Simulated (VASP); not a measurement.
La2O3: vibrations by perturbation theory with PBE

Crystal: La2O3.

```
CELL_PARAMETERS angstrom
3.93078 0.00000 0.00000
-1.96539 3.40415 0.00000
0.00000 0.00000 6.11195
ATOMIC_POSITIONS crystal
La 0.33333 0.66667 0.24624
La 0.66667 0.33333 0.75376
O 0.00000 0.00000 0.00000
O 0.33333 0.66667 0.64589
O 0.66667 0.33333 0.35411
```

```json
{
 "Program": "VASP 6.6.1",
 "Task": "vibrations by perturbation theory",
 "Functional": "PBE",
 "Potentials or basis": "VASP PAW PBE potentials, release 64 (La, O)",
 "Cutoff": "520 eV",
 "k mesh": "8 × 8 × 5",
 "Occupations": "fermi-dirac, width 0.05 eV",
 "Spin": "no spin polarisation",
 "Dipole correction": "no",
 "Further INCAR settings": "ALGO = Normal; EDIFF = 1e-08; IBRION = 8; NSW = 1"
}
```

```
Highest phonon frequency at Γ, LO-TO splitting left out : 434 cm⁻¹
```

Phonon frequencies in cm⁻¹ (negative: imaginary):
```tsv
q point	frequencies
(0.000, 0.000, 0.000)	-1 -1 0 100 100 178 178 186 188 351 351 385 385 387 434
```

Run time: 28 min on 1 thread of Intel(R) Xeon(R) 6975P-C (Granite Rapids), on a shared host, peak memory 0.78 GiB.

Caveat: the cell stands under pressure or tension, which shifts response properties.
